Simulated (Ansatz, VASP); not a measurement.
# One calculation of Ga, two programs

```xyz
1
Lattice="0.0000 2.1601 2.1601 2.1601 0.0000 2.1601 2.1601 2.1601 0.0000" Properties=species:S:1:pos:R:3 pbc="T T T"
Ga    0.0000    0.0000    0.0000
```

Alike in both runs: task single point; functional r2SCAN; k mesh 8 × 8 × 8; occupations gaussian, width 0.1 eV; no spin polarisation.

```csv
,VASP,Ansatz
version,VASP 6.6.1,Ansatz 0.2.0
potentials or method,"VASP PAW PBE potentials, release 64 (Ga_d), cutoff 520 eV","scalar-relativistic, plane waves, PAW"
valence electrons in the cell,13,13
```

VASP gave:

* gap on the k mesh at the Fermi level (eV): none
* pressure (GPa): -5.1

Task: Estimate Ansatz's values.

Result: gap on the k mesh at the Fermi level (eV): none; pressure (GPa): -5.0.

VASP's potentials were made for PBE, not for r2SCAN. A gap of «none» marks a metal or a gap that the smearing closes.
